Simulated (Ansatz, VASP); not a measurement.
# Te2Mo in VASP and in Ansatz

INCAR

```
ALGO     = Normal         # electronic algorithm
DIPOL    = 0.5 0.5 0.500
EDIFF    = 1E-7           # SCF threshold, eV
EDIFFG   = -0.01          # ionic threshold
ENCUT    = 520            # plane-wave cutoff, eV
GGA      = PE             # functional
IBRION   = 2              # ionic algorithm
IDIPOL   = 3            
ISIF     = 2              # what is computed and relaxed
ISMEAR   = 0              # smearing method
IVDW     = 12             # dispersion correction
LASPH    = T              # aspherical terms in the spheres
LCHARG   = F              # write CHGCAR
LDIPOL   = T            
LREAL    = F              # projectors in reciprocal space
LWAVE    = F              # write WAVECAR
NELM     = 80             # most SCF steps
NSW      = 60             # ionic steps
PREC     = Accurate       # precision mode
SIGMA    = 0.02           # smearing width, eV
```

KPOINTS

```
k-points
0
Gamma
  12 12 1
```

POSCAR

```
Te2Mo
1.0
    3.6440478814      0.0000000000      0.0000000000
   -1.8220239407      3.1558380379      0.0000000000
    0.0000000000      0.0000000000     33.2702079551
Te Mo
2 1
Direct
    0.3333333333      0.6666666667      0.4453878238
    0.3333333333      0.6666666667      0.5546121762
    0.6666666667      0.3333333333      0.5000000000
```

Input for Ansatz:

```yaml
crystal:
  lattice:
    - [3.6440478814, 0.0, 0.0]
    - [-1.8220239407, 3.1558380379, 0.0]
    - [0.0, 0.0, 33.2702079551]
  atoms:
    - { symbol: Te, position: [0.3333333333, 0.6666666667, 0.4453878238] }
    - { symbol: Mo, position: [0.6666666667, 0.3333333333, 0.5] }
    - { symbol: Te, position: [0.3333333333, 0.6666666667, 0.5546121762] }
  periodic: [true, true, false]
basis:
  ecutwfc: 420
kpoints:
  mp_grid: { grid: [12, 12, 1] }
  band_path:
    path:
      - [0, 0, 0]
      - [0.5, 0, 0]
      - [0.3333333333333, 0.3333333333333, 0]
      - [0, 0, 0]
    npoints: 8
hamiltonian:
  xc: pbe
  dispersion: d3bj
scf:
  occupations: { method: gaussian, width: 0.02 }
output:
  forces: true
  stress: true
  eigenvalues: true
  write_density: true
  write_potential: true
  elf: true
  volumetric_format: npy
relax:
  adjacent_minimum: "off"
  f_tol: 0.01
  max_steps: 40
```

Change from the starting cell: biaxial strain +0.040, atoms relaxed.

Alike in both runs: task relaxation of the atoms; functional PBE; dispersion D3(BJ); k mesh 12 × 12 × 1; occupations gaussian, width 0.02 eV; no spin polarisation.

|  | VASP | Ansatz |
| --- | --- | --- |
| version | VASP 6.6.1 | Ansatz 0.2.0 |
| potentials or method | VASP PAW PBE potentials, release 64 (Te, Mo_sv), cutoff 520 eV | scalar-relativistic, plane waves, PAW |
| valence electrons in the cell | 26 | 46 |

Ansatz gave:

* gap on the k mesh at the Fermi level, each at its own relaxed structure (eV): 0.89

Estimate VASP's values.

gap on the k mesh at the Fermi level, each at its own relaxed structure (eV): 0.88.

VASP's potentials hold 26 valence electrons a cell and Ansatz's 46, so a difference there can come from the potentials and not from the codes. Ansatz's warnings: stress scf threshold loose.

Spin-orbit coupling is off throughout.
